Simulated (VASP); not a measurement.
Set up this calculation in VASP 6.6.1, as the native input.

| Item | Value |
| --- | --- |
| Task | relaxation of cell and atoms |
| Functional | PBEsol |
| Potentials or basis | VASP PAW PBE potentials, release 64 (B) |
| Cutoff | 600 eV |
| k mesh | 6 × 6 × 6 |
| Occupations | gaussian, width 0.1 eV |
| Spin | no spin polarisation |
| Dipole correction | no |
| Further INCAR settings | LREAL = Auto; ALGO = Normal; EDIFF = 1e-07; IBRION = 2; EDIFFG = -0.04; NSW = 90; ISIF = 3 |

The structure of B lies in POSCAR:

```
B
1.0
    2.7970008425      1.6148491893      4.0252000000
   -2.7970008425      1.6148491893      4.0252000000
    0.0000000000     -3.2296983787      4.0252000000
B
15
Direct
    0.5000000000      0.5000000000      0.5000000000
    0.8039000000      0.3161000000      0.8039000000
    0.8039000000      0.8039000000      0.3161000000
    0.3161000000      0.8039000000      0.8039000000
    0.1961000000      0.6839000000      0.1961000000
    0.6839000000      0.1961000000      0.1961000000
    0.1961000000      0.1961000000      0.6839000000
    0.0060000000      0.3295000000      0.0060000000
    0.0060000000      0.0060000000      0.3295000000
    0.3295000000      0.0060000000      0.0060000000
    0.9940000000      0.6705000000      0.9940000000
    0.6705000000      0.9940000000      0.9940000000
    0.9940000000      0.9940000000      0.6705000000
    0.6192000000      0.6192000000      0.6192000000
    0.3808000000      0.3808000000      0.3808000000
```

These files were run (other wordings do the same):

INCAR

```
SYSTEM = B
ALGO = Normal ; EDIFF = 1E-7
EDIFFG = -0.04 ; ENCUT = 600
GGA = PS ; IBRION = 2
ISIF = 3 ; ISMEAR = 0
LASPH = .True. ; LCHARG = .False.
LREAL = Auto ; LWAVE = .False.
NELM = 60 ; NSW = 90
PREC = Accurate ; SIGMA = 0.1
```

KPOINTS

```
k-points
0
Gamma
  6 6 6
  0 0 0
```

Potentials or basis: VASP PAW PBE potentials, release 64 (B).

Command:

```bash
$ cat potpaw_PBE.64/B/POTCAR > POTCAR
$ mpirun -np 1 vasp_std > vasp.out
```

Results of the run:

```
Relaxed volume                         : 7.69 Å³/atom
Relaxed cell                           : a = 5.196 Å, b = 5.196 Å, c = 5.196 Å, α = 67.69°, β = 67.69°, γ = 67.69°
Space group after relaxing (to 0.05 Å) : R-3m (No. 166)
Energy gained by relaxing              : 110.8 meV/atom
Ionic steps                            : 10
Pressure after relaxing                : 0.0 GPa
Largest force after relaxing           : 0.037 eV/Å
```

Caveat: the PAW data sets were made with another functional, which shifts forces and pressure a little.

It took 20 min on 1 thread of Intel(R) Xeon(R) Platinum 8259CL CPU @ 2.50GHz (Skylake/Cascade Lake), on a shared host, peak memory 0.3 GiB.
